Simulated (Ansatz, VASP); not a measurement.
## Two plane-wave programs on V

```
CELL_PARAMETERS angstrom
0.00000 1.87594 1.87594
1.87594 0.00000 1.87594
1.87594 1.87594 0.00000
ATOMIC_POSITIONS crystal
V 0.00000 0.00000 0.00000
```

Change from the starting cell: volume scaled by 0.95, PAW files.

Alike in both runs: task electric field gradients; functional PBE; k mesh 19 × 19 × 19; occupations fermi-dirac, width 0.05 eV; collinear spin.

|  | VASP | Ansatz |
| --- | --- | --- |
| version | VASP 6.6.1 | Ansatz 0.2.0 |
| potentials or method | VASP PAW PBE potentials, release 64 (V_sv) | PAW with Ansatz's default frozen-core files, scalar-relativistic |
| plane-wave cutoff (eV) | 520 | 420 |
| valence electrons in the cell | 13 | 13 |

VASP gave:

```
pressure (GPa)           : 10.3
net moment per atom (μB) : 0.00
```

Problem. Which values does Ansatz return?

Solution. Pressure (GPa): 10.1; net moment per atom (μB): 0.00.

Ansatz's warnings: seeded moment not kept.
